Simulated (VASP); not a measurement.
# BP: single point with PBE

The system is BP.

```xyz
2
Lattice="2.6319 0.0000 0.0000 0.0000 2.6319 0.0000 0.0000 0.0000 2.8943" Properties=species:S:1:pos:R:3 pbc="T T T"
B     0.0000    0.0000    0.0000
P     1.3160    1.3160    1.4472
```

```json
{"Program": "VASP 6.6.1", "Task": "single point", "Functional": "PBE", "Potentials or basis": "VASP PAW PBE potentials, release 64 (B, P)", "Cutoff": "520 eV", "k mesh": "6 × 6 × 6", "Occupations": "gaussian, width 0.1 eV", "Spin": "no spin polarisation", "Dipole correction": "no", "Further INCAR settings": "ALGO = Normal; EDIFF = 1e-06; NBANDS = 11"}
```

* Pressure: -0.3 GPa
* Band gap on the k mesh: zero (band 4 reaches 13.47 eV, above the bottom of band 5 at 6.92 eV)

Stress tensor (GPa, compression positive):
```
-0.22  0.00  0.00
 0.00 -0.22  0.00
 0.00  0.00 -0.31
```

Levels at points of the mesh, in eV from the Fermi level:
| k point | band 1 | band 2 | band 3 | band 4 | band 5 | band 6 | band 7 | band 8 | band 9 |
| --- | --- | --- | --- | --- | --- | --- | --- | --- | --- |
| (0.00, 0.00, 0.00) | -17.43 | -3.20 | -0.32 | -0.32 | 0.59 | 4.72 | 4.92 | 10.32 | 10.65 |
| (0.50, 0.00, 0.00) | -13.39 | -11.51 | 1.25 | 1.64 | 3.65 | 3.66 | 4.46 | 4.92 | 8.04 |
| (0.50, 0.50, 0.00) | -8.67 | -8.01 | -8.01 | -5.66 | 3.96 | 4.16 | 6.55 | 6.55 | 9.85 |
| (0.00, 0.00, 0.50) | -14.43 | -12.09 | 3.12 | 3.12 | 3.65 | 3.65 | 5.63 | 7.02 | 7.08 |
| (0.50, 0.00, 0.50) | -10.00 | -8.70 | -8.31 | -6.61 | 5.38 | 5.99 | 8.57 | 8.92 | 12.03 |
| (0.50, 0.50, 0.50) | -5.80 | -4.35 | -4.35 | -3.44 | -3.44 | -3.24 | -3.08 | -1.78 | 19.03 |

It used 6.5 s of CPU time on 1 thread of AMD EPYC 7R13 Processor (Zen 3), on a shared host.

Caveat: the k points lie up to 0.40 Å⁻¹ apart.
